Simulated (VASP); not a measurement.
**Ru: relaxation of cell and atoms with PBE+D3(BJ)**

The system is Ru.

```
Ru
1.0
     2.72003    0.00000    0.00000
    -1.36001    2.35561    0.00000
     0.00000    0.00000    4.29677
Ru
2
Direct
  0.33333 0.66667 0.25000
  0.66667 0.33333 0.75000
```

```yaml
Program: VASP 6.6.1
Task: relaxation of cell and atoms
Functional: PBE
Dispersion: D3(BJ)
Potentials_or_basis: VASP PAW PBE potentials, release 64 (Ru_pv)
Cutoff: 600 eV
k_mesh: 18 × 18 × 10
Occupations: gaussian, width 0.1 eV
Spin: no spin polarisation
Dipole_correction: no
Further_INCAR_settings: ALGO = Fast; EDIFF = 1e-07; IBRION = 2; EDIFFG = -0.005; NSW = 70; ISIF = 3
```

```yaml
Relaxed_volume: 13.44 Å³/atom
Relaxed_cell: a = 2.697 Å, b = 2.697 Å, c = 4.266 Å, α = 90.00°, β = 90.00°, γ = 120.00°
Space_group_after_relaxing_to_0.1_Å: P6_3/mmc (No. 194)
Energy_gained_by_relaxing: 8.0 meV/atom
Ionic_steps: 9
Pressure_after_relaxing: 0.0 GPa
Band_gap_on_the_k_mesh: zero (bands 14 and 15 overlap by 3.18 eV)
Dispersion_energy_per_atom: -0.631 eV
```

Step by step:
```csv
step,energy change (eV),largest force (eV/Å),pressure (GPa),volume (Å³)
1,0.0000,0.0000,-7.61,27.53
2,0.1411,0.0000,28.85,25.01
3,-0.0159,0.0000,-0.24,26.90
4,-0.0159,0.0000,-0.01,26.88
5,-0.0159,0.0000,0.13,26.87
6,-0.0159,0.0000,-0.35,26.90
7,-0.0159,0.0000,-0.09,26.88
8,-0.0159,0.0000,0.14,26.87
9,-0.0159,0.0000,0.02,26.88
```

Final structure:
```yaml
crystal:
  lattice:
    - [2.69726, 0.00000, 0.00000]
    - [-1.34863, 2.33590, 0.00000]
    - [0.00000, 0.00000, 4.26559]
  atoms:
    - { symbol: Ru, position: [0.33333, 0.66667, 0.25000] }
    - { symbol: Ru, position: [0.66667, 0.33333, 0.75000] }
```

Levels at points of the mesh, in eV from the Fermi level:
```
           k point  band 12  band 13  band 14  band 15  band 16  band 17
(0.00, 0.00, 0.00)    -1.93    -1.93    -1.41    -1.41     1.21     1.21
(0.50, 0.00, 0.00)    -1.80    -1.53     1.46     1.88     1.96     4.13
(0.00, 0.00, 0.50)    -2.80    -2.73    -2.73     0.56     0.56     0.56
(0.50, 0.00, 0.50)    -1.07     0.46     0.46     1.71     1.71     3.44
```

Wall time 14 min on 1 thread of Intel Xeon 8259CL (shared host), peak memory 0.27 GiB.
